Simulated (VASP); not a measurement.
The system is Cu.

```
CELL_PARAMETERS angstrom
2.53410 0.00000 0.00000
-1.26705 2.19459 0.00000
0.00000 0.00000 4.11257
ATOMIC_POSITIONS crystal
Cu 0.66667 0.33333 0.75000
Cu 0.33333 0.66667 0.25000
```

```yaml
Program: VASP 6.6.1
Task: relaxation of cell and atoms
Functional: revPBE
Potentials_or_basis: VASP PAW PBE potentials, release 64 (Cu)
Cutoff: 600 eV
k_mesh: 12 × 12 × 7
Occupations: fermi-dirac, width 0.05 eV
Spin: no spin polarisation
```

At the start: pressure 11.8 GPa; volume 11.44 Å³/atom.

Problem. Where does the relaxation end?

Solution. Over 6 steps the energy falls by 31.3 meV/atom and the volume is 12.36 Å³/atom (+8.1 %); space group P6_3/mmc (No. 194, to 0.05 Å).

The path:
```
step  energy change (eV)  largest force (eV/Å)  pressure (GPa)  volume (Å³)
   1              0.0000                0.0000           11.79        22.87
   2             -0.0469                0.0000           -4.58        25.77
   3             -0.0627                0.0000            0.07        24.72
   4             -0.0627                0.0000           -0.16        24.76
   5             -0.0627                0.0000            0.16        24.71
   6             -0.0627                0.0000            0.03        24.72
```

Final structure:
```
CELL_PARAMETERS angstrom
2.60063 0.00000 0.00000
-1.30032 2.25221 0.00000
0.00000 0.00000 4.22037
ATOMIC_POSITIONS crystal
Cu 0.66667 0.33333 0.75000
Cu 0.33333 0.66667 0.25000
```

Caveat: the PAW data sets were made with another functional, which shifts forces and pressure a little.
